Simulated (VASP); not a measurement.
Wanted: the native input for a VASP 6.6.1 run.

| Item | Value |
| --- | --- |
| Task | single point |
| Functional | LDA |
| Potentials or basis | VASP PAW LDA potentials, release 64 (Ba_sv) |
| Cutoff | 520 eV |
| k mesh | 10 × 10 × 6 |
| Occupations | fermi-dirac, width 0.1 eV |
| Spin | no spin polarisation |
| Dipole correction | no |
| Further INCAR settings | ALGO = Normal; EDIFF = 1e-06; NBANDS = 17 |

The structure of Ba lies in POSCAR:

```
Ba
1.0
    4.2594677761      0.0000000000      0.0000000000
   -2.1297338881      3.6888073007      0.0000000000
    0.0000000000      0.0000000000      6.9103377424
Ba
2
Direct
    0.3333333333      0.6666666667      0.2500000000
    0.6666666667      0.3333333333      0.7500000000
```

This isn't the form of Ba at room conditions, which is bcc.

One way to write it, as run:

INCAR

```
SYSTEM = Ba
ALGO     = Normal         ! electronic algorithm
EDIFF    = 1E-6           ! SCF threshold, eV
ENCUT    = 520            ! plane-wave cutoff, eV
GGA      = CA             ! functional
ISIF     = 2              ! what is computed and relaxed
ISMEAR   = -1             ! smearing method
LASPH    = .TRUE.         ! aspherical terms in the spheres
LCHARG   = .FALSE.        ! write CHGCAR
LREAL    = .FALSE.        ! projectors in reciprocal space
LWAVE    = .FALSE.        ! write WAVECAR
NBANDS   = 17             ! bands
NELM     = 80             ! most SCF steps
PREC     = Accurate       ! precision mode
SIGMA    = 0.1            ! smearing width, eV
```

KPOINTS

```
k-points
0
G
  10 10 6
  0 0 0
```

Potentials or basis: VASP PAW LDA potentials, release 64 (Ba_sv).

The run is started by

```bash
$ cat potpaw_LDA.64/Ba_sv/POTCAR > POTCAR
$ mpirun -np 1 vasp_std > vasp.out
```

Results of the run:

```
Pressure               : -0.1 GPa
Band gap on the k mesh : zero (bands 10 and 11 overlap by 0.41 eV)
```

Caveat: spin-orbit coupling is left out, which moves the levels of the heavy elements.

Run time: 75 s on 1 thread of Intel(R) Xeon(R) Platinum 8488C (Sapphire Rapids), on a shared host, peak memory 0.23 GiB.
